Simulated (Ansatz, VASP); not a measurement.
## Two plane-wave programs on AlNi

The input INCAR:

```
ALGO     = Fast           # electronic algorithm
EDIFF    = 1E-6           # SCF threshold, eV
ENCUT    = 520            # plane-wave cutoff, eV
GGA      = PE             # functional
ISIF     = 2              # what is computed and relaxed
ISMEAR   = 0              # smearing method
LASPH    = True           # aspherical terms in the spheres
LCHARG   = True           # write CHGCAR
LELF     = True           # ELF
LREAL    = False          # projectors in reciprocal space
LVHAR    = True         
LWAVE    = False          # write WAVECAR
NBANDS   = 14             # bands
NELM     = 80             # most SCF steps
PREC     = Accurate       # precision mode
SIGMA    = 0.15           # smearing width, eV
```

The input KPOINTS:

```
k-points
0
Gamma
  18 18 18
```

Contents of POSCAR:

```
AlNi
1.0
    2.8829125466      0.0748808454      0.0748808454
    0.0748808454      2.8829125466      0.0748808454
    0.0748808454      0.0748808454      2.8829125466
Al Ni
1 1
Direct
    0.0000000000      0.0000000000      0.0000000000
    0.5000000000      0.5000000000      0.5000000000
```

Input for Ansatz:

```yaml
crystal:
  lattice:
    - [2.8829125466, 0.0748808454, 0.0748808454]
    - [0.0748808454, 2.8829125466, 0.0748808454]
    - [0.0748808454, 0.0748808454, 2.8829125466]
  atoms:
    - { symbol: Al, position: [0.0, 0.0, 0.0] }
    - { symbol: Ni, position: [0.5, 0.5, 0.5] }
basis:
  ecutwfc: 420
kpoints:
  mp_grid: { grid: [18, 18, 18] }
hamiltonian:
  xc: pbe
scf:
  occupations: { method: gaussian, width: 0.15 }
output:
  forces: true
  stress: true
  eigenvalues: true
```

Alike in both runs: task single point; functional PBE; k mesh 18 × 18 × 18; occupations gaussian, width 0.15 eV; no spin polarisation.

```csv
,VASP,Ansatz
version,VASP 6.6.1,Ansatz 0.2.0
potentials or method,"VASP PAW PBE potentials, release 64 (Al, Ni), cutoff 520 eV","scalar-relativistic, plane waves, PAW"
valence electrons in the cell,13,21
```

Ansatz gave:

- gap on the k mesh at the Fermi level (eV): none
- pressure (GPa): 3.1
- traceless stress, the component that is largest in VASP (GPa): -5.34

Q: Estimate VASP's values.

A: gap on the k mesh at the Fermi level (eV): none; pressure (GPa): 3.0; traceless stress, the component that is largest in VASP (GPa): -5.32.

A gap of «none» marks a metal or a gap that the smearing closes. With one functional, cell and mesh, what is left measures potentials, basis and numerics. VASP's potentials hold 13 valence electrons a cell and Ansatz's 21, so a difference there can come from the potentials and not from the codes.
